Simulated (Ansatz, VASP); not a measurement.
# Sb in VASP and in Ansatz

```
Sb
1.0
     2.15060    1.24165    3.74400
    -2.15060    1.24165    3.74400
     0.00000   -2.48330    3.74400
Sb
2
Direct
  0.26035 0.26035 0.26035
  0.76636 0.76636 0.76636
```

Alike in both runs: task single point; functional PBE; k mesh 12 × 12 × 12; occupations gaussian, width 0.15 eV; no spin polarisation.

```csv
,VASP,Ansatz
version,VASP 6.6.1,Ansatz 0.2.0
potentials or method,"VASP PAW PBE potentials, release 64 (Sb), cutoff 520 eV","scalar-relativistic, plane waves, PAW"
valence electrons in the cell,10,30
```

Ansatz gave:

| Property | Result |
| --- | --- |
| gap on the k mesh at the Fermi level (eV) | none |
| pressure (GPa) | 0.2 |
| traceless stress, the component that is largest in VASP (GPa) | -1.02 |
| rms of the force components (eV/Å) | 0.129 |

**Question.** What did VASP give for the same quantities?

**Answer.** gap on the k mesh at the Fermi level (eV): none; pressure (GPa): 0.1; traceless stress, the component that is largest in VASP (GPa): -1.01; rms of the force components (eV/Å): 0.124.

Atom by atom the forces differ by 0.004 eV/Å (rms over components). A gap of «none» marks a metal or a gap that the smearing closes. VASP's potentials hold 10 valence electrons a cell and Ansatz's 30, so a difference there can come from the potentials and not from the codes.

Spin-orbit coupling is off throughout.
